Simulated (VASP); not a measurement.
Runs of VASP 6.6.1 on Re. The structure is that of space group Fm-3m (No. 225), or close to it. The cells are those of the table. 

```csv
task,level,cell,gap on the mesh (eV),pressure (GPa)
single point,PBE,"a = 2.802 Å, angles 60.0°, 1 atom",none,-13.0
electric field gradients,PBE,"a = 2.793 Å, angles 60.0°, 1 atom",none,-9.8
single point,PBE,"a = 2.737 Å, angles 60.0°, 1 atom",none,13.0
single point,PBE,"a = 2.755 Å, angles 60.0°, 1 atom",none,4.7
electric field gradients,PBE,"a = 2.765, b = 2.765, c = 2.793 Å, angles 59.7, 59.7, 60.7°, 1 atom",none,-3.0
single point,PBE,"a = 2.784 Å, angles 60.0°, 1 atom",none,(b)
single point,PBE,"a = 2.821 Å, angles 60.0°, 1 atom",none,-18.8
electric field gradients,r2SCAN,"a = 2.793 Å, angles 60.0°, 1 atom",none,(a)
single point,PBE,"a = 2.821, b = 2.821, c = 2.849 Å, angles 59.7, 59.7, 60.7°, 1 atom",none,-21.5
single point,PBE,"a = 2.779, b = 2.779, c = 2.765 Å, angles 60.2, 60.2, 59.7°, 1 atom",none,-3.0
single point,PBE,"a = 2.751, b = 2.751, c = 2.709 Å, angles 60.5, 60.5, 59.0°, 1 atom",none,13.0
```

Alike in all rows: potentials or basis VASP PAW PBE potentials, release 64 (Re); no spin polarisation; k mesh 14 × 14 × 14; cutoff (eV) 520; smearing fermi-dirac 0.03 eV.

**Question.** Fill in the values left out.

**Answer.** (a) -15.6; (b) -6.5.

Caveats: spin-orbit coupling is left out, which moves the levels of the heavy elements; the PAW data sets were made with another functional, which shifts forces and pressure a little (some runs).

A k mesh can miss the band edges, and the runs leave out spin-orbit coupling on Re.

A gap of «none» marks levels without a gap at the run's occupations.
